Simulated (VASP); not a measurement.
# NaCl (Fm-3m) in VASP: settings compared

The runs below take NaCl through single point, with PBEsol+D3(BJ), PBE-based screened hybrid with 25 % exact exchange.

All numbers are computed with VASP 6.6.1; they aren't measurements. Logs are shortened: lines on timing, memory, paths and dates and some standing lists are left out, and cuts for length are marked.

### 1 The cell of the first run

The structure is cubic, space group Fm-3m (No. 225). Conventional cell: a = 5.496 Å, b = 5.496 Å, c = 5.496 Å, α = 90.00°, β = 90.00°, γ = 90.00°. Cl (site symmetry m-3m) has 6 Na at 2.75 Å within 3.6 Å. Na (site symmetry m-3m) has 6 Cl at 2.75 Å within 3.6 Å.

### 2 Single point, PBEsol+D3(BJ)

File INCAR:

```
SYSTEM = NaCl
PREC     = Accurate       ! precision mode
ENCUT    = 520            ! plane-wave cutoff, eV
EDIFF    = 1E-7           ! SCF threshold, eV
ISMEAR   = -1             ! smearing method
SIGMA    = 0.05           ! smearing width, eV
LREAL    = .False.        ! projectors in reciprocal space
LASPH    = .True.         ! aspherical terms in the spheres
NELM     = 100            ! most SCF steps
ALGO     = Normal         ! electronic algorithm
ISIF     = 2              ! what is computed and relaxed
LWAVE    = .False.        ! write WAVECAR
LCHARG   = .False.        ! write CHGCAR
GGA      = PS             ! functional
IVDW     = 12             ! dispersion correction
NBANDS   = 14             ! bands
```

File KPOINTS:

```
regular mesh
0
Gamma
  8 8 8
  0 0 0
```

File POSCAR:

```
NaCl
1.0
    0.0000000000      2.7478977298      2.7478977298
    2.7478977298      0.0000000000      2.7478977298
    2.7478977298      2.7478977298      0.0000000000
Cl Na
1 1
Direct
    0.5000000000      0.5000000000      0.5000000000
    0.0000000000      0.0000000000      0.0000000000
```

Potentials or basis: VASP PAW PBE potentials, release 64 (Cl, Na_pv).

On the command line:

```sh
cat potpaw_PBE.64/Cl/POTCAR potpaw_PBE.64/Na_pv/POTCAR > POTCAR
mpirun -np 1 vasp_std > vasp.out
```

OUTCAR:

```text
SYSTEM = NaCl
   PREC = Accurate
   ENCUT = 520
   EDIFF = 1E-7
   ISMEAR = -1
   LREAL = .False.
   LASPH = .True.
   NELM = 100
   ISIF = 2
   GGA = PS
   IVDW = 12
 IVDW          = 12

 ion  position               nearest neighbor table
   1  0.500  0.500  0.500-
   2  0.000  0.000  0.000-

  LATTYP: Found a face centered cubic cell.
 ALAT       =     5.4957954596

  Lattice vectors:

 A1 = (   0.0000000000,   2.7478977298,   2.7478977298)
 A2 = (   2.7478977298,   0.0000000000,   2.7478977298)
 A3 = (   2.7478977298,   2.7478977298,   0.0000000000)

Analysis of symmetry for initial positions (statically):
=====================================================================
 Subroutine PRICEL returns:
 Original cell was already a primitive cell.

 Routine SETGRP: Setting up the symmetry group for a
 face centered cubic supercell.

 Subroutine GETGRP returns: Found 48 space group operations
 (whereof 48 operations were pure point group operations)
 out of a pool of 48 trial point group operations.

The static configuration has the point symmetry O_h .

Analysis of symmetry for dynamics (positions and initial velocities):
=====================================================================
 Subroutine PRICEL returns:
 Original cell was already a primitive cell.

 Routine SETGRP: Setting up the symmetry group for a
 face centered cubic supercell.

 Subroutine GETGRP returns: Found 48 space group operations
 (whereof 48 operations were pure point group operations)
 out of a pool of 48 trial point group operations.

The dynamic configuration has the point symmetry O_h .

 Subroutine INISYM returns: Found 48 space group operations
 (whereof 48 operations are pure point group operations),
 and found     1 'primitive' translations

----------------------------------------------------------------------------------------

                                     Primitive cell

  volume of cell :      41.4984

  direct lattice vectors                    reciprocal lattice vectors
     0.000000000  2.747897730  2.747897730    -0.181957281  0.181957281  0.181957281
     2.747897730  0.000000000  2.747897730     0.181957281 -0.181957281  0.181957281
     2.747897730  2.747897730  0.000000000     0.181957281  0.181957281 -0.181957281

  length of vectors
     3.886114237  3.886114237  3.886114237     0.315159256  0.315159256  0.315159256

  position of ions in fractional coordinates (direct lattice)
     0.500000000  0.500000000  0.500000000
     0.000000000  0.000000000  0.000000000

  ion indices of the primitive-cell ions
   primitive index   ion index
                 1           1
                 2           2

----------------------------------------------------------------------------------------

 KPOINTS: regular mesh

Automatic generation of k-mesh.
 Grid dimensions read from file:
 generate k-points for:    8    8    8

 Generating k-lattice:

  Cartesian coordinates                     Fractional coordinates (reciprocal lattice)
    -0.022744660  0.022744660  0.022744660     0.125000000  0.000000000  0.000000000
     0.022744660 -0.022744660  0.022744660     0.000000000  0.125000000  0.000000000
     0.022744660  0.022744660 -0.022744660     0.000000000  0.000000000  0.125000000

  Length of vectors
     0.039394907  0.039394907  0.039394907

  Shift w.r.t. Gamma in fractional coordinates (k-lattice)
     0.000000000  0.000000000  0.000000000

 Subroutine IBZKPT returns following result:
 ===========================================

 Found     29 irreducible k-points:

 Following reciprocal coordinates:
            Coordinates               Weight
  0.000000  0.000000  0.000000      1.000000
  0.125000  0.000000  0.000000      8.000000
  0.250000  0.000000  0.000000      8.000000
  0.375000  0.000000  0.000000      8.000000
  0.500000  0.000000  0.000000      4.000000
  0.125000  0.125000  0.000000      6.000000
[... 16 lines left out ...]
  0.500000  0.250000  0.125000     48.000000
 -0.375000  0.250000  0.125000     24.000000
 [... further k-points ...]
   k-points           NKPTS =     29   k-points in BZ     NKDIM =     29   number of bands    NBANDS=     14
   number of dos      NEDOS =    301   number of ions     NIONS =      2
   total plane-waves  NPLWV =  27000
   dimension x,y,z NGX =    30 NGY =   30 NGZ =   30
   dimension x,y,z NGXF=    60 NGYF=   60 NGZF=   60
   ions per type =               1   1
   NGX,Y,Z   is equivalent  to a cutoff of  12.83, 12.83, 12.83 a.u.
   NGXF,Y,Z  is equivalent  to a cutoff of  25.67, 25.67, 25.67 a.u.
 SYSTEM =  NaCl
   PREC   = accura    normal or accurate (medium, high low for compatibility)
   ISTART =      0    job   : 0-new  1-cont  2-samecut
   ICHARG =      2    charge: 1-file 2-atom 10-const
   ISPIN  =      1    spin polarized calculation?
   LNONCOLLINEAR =      F non collinear calculations
   LSORBIT =      F    spin-orbit coupling
   LASPH  =      T    aspherical Exc in radial PAW
   ENCUT  =  520.0 eV  38.22 Ry    6.18 a.u.   7.23  7.23  7.23*2*pi/ulx,y,z
   NELM   =    100;   NELMIN=  2; NELMDL= -5     # of ELM steps
   EDIFF  = 0.1E-06   stopping-criterion for ELM
   LREAL  =      F    real-space projection
   EDIFFG = 0.1E-05   stopping-criterion for IOM
   NSW    =      0    number of steps for IOM
   IBRION =     -1    ionic relax: 0-MD 1-quasi-New 2-CG
   NFREE  =      0    steps in history (QN), initial steepest desc. (CG)
   ISIF   =      2    stress and relaxation
   ISYM   =      2    0-nonsym 1-usesym 2-fastsym
   POTIM  = 0.5000    time-step for ionic-motion
   TEBEG  =    0.0;   TEEND  =   0.0 temperature during run
   PSTRESS=    0.0 pullay stress
   NELECT =      14.0000    total number of electrons
   NUPDOWN=      -1.0000    fix difference up-down
   EMIN   =  10.00;   EMAX   =-10.00  energy-range for DOS
   EFERMI =   0.00;   METHOD = LEGACY
   ISMEAR =    -1;   SIGMA  =   0.05  broadening in eV -4-tet -1-fermi 0-gaus
   EFERMI_NEDOS =   21; number of points for ismear=-14 and -15
   IALGO  =     38    algorithm
   IMIX   =      4    mixing-type and parameters
     AMIX     =   0.40;   BMIX     =  1.00
     AMIX_MAG =   1.60;   BMIX_MAG =  1.00
  volume/ion in A,a.u.               =      20.75       140.02
  Fermi-wavevector in a.u.,A,eV,Ry     =   1.139656  2.153637 17.671448  1.298815
  Thomas-Fermi vector in A             =   2.276359
   LORBIT       =      0    0 simple, 1 ext, 2 COOP (PROOUT), +10 PAW based schemes
   GGA     = PS    functional components
   LHFCALC =     F    Hartree Fock is set to
   AEXX    =    0.0000 exact exchange contribution
   IVDW    =    12    specifies the selected vdW correction
   LEPSILON=     F    determine dielectric tensor
   LRPA    =     F    only Hartree local field effects (RPA)
 non-spin polarized calculation
  energy-cutoff  :      520.00
  volume of cell :       41.50
 maximum number of plane-waves:      1139
 NGX is ok and might be reduce to    30
   NGX = 15   NGY = 15   NGZ = 15

 number of electron      14.0000005 magnetization

 Free energy of the ion-electron system (eV)
  ---------------------------------------------------
  ext. energy  EPLUGINS =         0.00000000
  ---------------------------------------------------
  free energy    TOTEN  =        -6.98479767 eV

  energy without entropy =       -6.98479767  energy(sigma->0) =       -6.98479767

 E-fermi :   0.8354     XC(G=0):  -8.6808

 val. band max:       -0.3123486169   @ k =   0.0000   0.0000   0.0000
 cond. band min:       4.9197727444   @ k =   0.0000   0.0000   0.0000
 fundamental gap:      5.2321213613
 Fermi energy:         0.8354029922

 k-point     1 :       0.0000    0.0000    0.0000
  band No.  band energies     occupation
      1     -20.8301      2.00000
      2     -20.8301      2.00000
      3     -20.8301      2.00000
      4     -13.1488      2.00000
      5      -0.3123      2.00000
      6      -0.3123      2.00000
      7      -0.3123      2.00000
      8       4.9198      0.00000
      9      10.7511      0.00000
     10      10.7511      0.00000
     11      10.7511      0.00000
     12      13.0780      0.00000
     13      13.0780      0.00000
     14      14.5751      0.00000

 k-point     2 :       0.1250    0.0000    0.0000
  band No.  band energies     occupation
      1     -20.8367      2.00000
      2     -20.8305      2.00000
      3     -20.8305      2.00000
      4     -13.0885      2.00000
      5      -0.7421      2.00000
      6      -0.3616      2.00000
      7      -0.3616      2.00000
      8       5.4564      0.00000
      9      10.1936      0.00000
     10      10.9660      0.00000
     11      10.9660      0.00000
     12      12.8343      0.00000
     13      12.8343      0.00000
     14      15.6205      0.00000

 k-point     3 :       0.2500    0.0000    0.0000
  band No.  band energies     occupation
      1     -20.8525      2.00000
      2     -20.8316      2.00000
      3     -20.8316      2.00000
      4     -12.9381      2.00000
      5      -1.5821      2.00000
      6      -0.4762      2.00000
      7      -0.4762      2.00000
      8       6.4292      0.00000
      9       9.7292      0.00000
     10      11.1181      0.00000
     11      11.1181      0.00000
     12      13.0647      0.00000
     13      13.0647      0.00000
     14      15.7592      0.00000
[... 324 lines left out ...]
 k-point    23 :       0.5000    0.2500    0.1250
  band No.  band energies     occupation
      1     -20.8622      2.00000
      2     -20.8412      2.00000
      3     -20.8351      2.00000
      4     -12.7242      2.00000
      5      -2.0898      2.00000
      6      -1.1181      2.00000
      7      -0.7375      2.00000
      8       7.9677      0.00000
      9       9.3828      0.00000
     10       9.7118      0.00000
     11      11.7864      0.00000
     12      13.6334      0.00000
     13      16.1861      0.00000
     14      16.6083      0.00000

 k-point    24 :      -0.3750    0.2500    0.1250
  band No.  band energies     occupation
      1     -20.8654      2.00000
      2     -20.8419      2.00000
      3     -20.8363      2.00000
      4     -12.6745      2.00000
      5      -2.2258      2.00000
      6      -1.2100      2.00000
      7      -0.7988      2.00000
      8       8.0236      0.00000
      9       9.4348      0.00000
     10      10.1282      0.00000
     11      11.5905      0.00000
     12      14.3099      0.00000
     13      15.7142      0.00000
     14      16.7514      0.00000

 [... further k-points ...]

------------------------ aborting loop because EDIFF is reached ----------------------------------------

 Edisp (eV)   -0.41500

 E8    (eV) :    -0.2666

  FORCE on cell =-STRESS in cart. coord.  units (eV):
  Direction    XX          YY          ZZ          XY          YZ          ZX
  --------------------------------------------------------------------------------------
  -------------------------------------------------------------------------------------
  Total       0.02288     0.02288     0.02288    -0.00000     0.00000    -0.00000
  in kB       0.88335     0.88335     0.88335    -0.00000     0.00000    -0.00000
  external pressure =        0.88 kB  Pullay stress =        0.00 kB

 VOLUME and BASIS-vectors are now :
 -----------------------------------------------------------------------------
  energy-cutoff  :      520.00
  volume of cell :       41.50
      direct lattice vectors                 reciprocal lattice vectors
     0.000000000  2.747897730  2.747897730    -0.181957281  0.181957281  0.181957281
     2.747897730  0.000000000  2.747897730     0.181957281 -0.181957281  0.181957281
     2.747897730  2.747897730  0.000000000     0.181957281  0.181957281 -0.181957281

 POSITION                                       TOTAL-FORCE (eV/Angst)
 -----------------------------------------------------------------------------------
      2.74790      2.74790      2.74790         0.000000      0.000000      0.000000
      0.00000      0.00000      0.00000         0.000000      0.000000      0.000000
 -----------------------------------------------------------------------------------
    total drift:                               -0.000000      0.000000      0.000000

  FREE ENERGIE OF THE ION-ELECTRON SYSTEM (eV)
  ---------------------------------------------------
  free  energy   TOTEN  =        -7.3998009688 eV

  energy  without entropy=       -7.3998009688  energy(sigma->0) =       -7.39980097
```

Wall time 27 s (1 thread of Intel Xeon 8259CL, shared host); peak memory 0.17 GiB.

Results:

| Property | Result |
| --- | --- |
| Free energy | -7.3998 eV |
| Pressure | 0.1 GPa |
| Band gap on the k mesh | 5.23 eV |
| Dispersion energy per atom | -0.207 eV |

Caveat: the PAW data sets were made with another functional, which shifts forces and pressure a little.

(Part 1 of 2 ends here.)
